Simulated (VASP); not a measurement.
Wanted: the native input for a VASP 6.6.1 run.

```yaml
Task: single point
Functional: PBEsol
Potentials_or_basis: VASP PAW PBE potentials, release 64 (Au)
Cutoff: 520 eV
k_mesh: 22 × 22 × 22
Occupations: fermi-dirac, width 0.1 eV
Spin: no spin polarisation
Dipole_correction: no
Further_INCAR_settings: ALGO = Normal; EDIFF = 1e-06; NBANDS = 12
```

The structure of Au lies in POSCAR:

```
Au
1.0
    0.0000000000      2.0936584185      2.0936584185
    2.0936584185      0.0000000000      2.0936584185
    2.0936584185      2.0936584185      0.0000000000
Au
1
Direct
    0.0000000000      0.0000000000      0.0000000000
```

This cell differs from its parent crystal: volume scaled by 1.08.

The input as run:

INCAR

```
SYSTEM = Au
PREC = Accurate
ENCUT = 520
EDIFF = 1E-6
ISMEAR = -1
SIGMA = 0.1
LREAL = .FALSE.
LASPH = .TRUE.
NELM = 100
ALGO = Normal
ISIF = 2
LWAVE = .FALSE.
LCHARG = .FALSE.
GGA = PS
NBANDS = 12
```

KPOINTS

```
Automatic mesh
0
G
  22 22 22
  0 0 0
```

Potentials or basis: VASP PAW PBE potentials, release 64 (Au).

The run is started by

```console
$ cat potpaw_PBE.64/Au/POTCAR > POTCAR
$ mpirun -np 1 vasp_std > vasp.out
```

It gave:

```json
{
  "Pressure": "-10.8 GPa"
}
```

Caveat: the PAW data sets were made with another functional, which shifts forces and pressure a little.

Wall time 35 s on 1 thread of Intel(R) Xeon(R) 6975P-C (Granite Rapids), with other jobs on the host, peak memory 0.2 GiB.
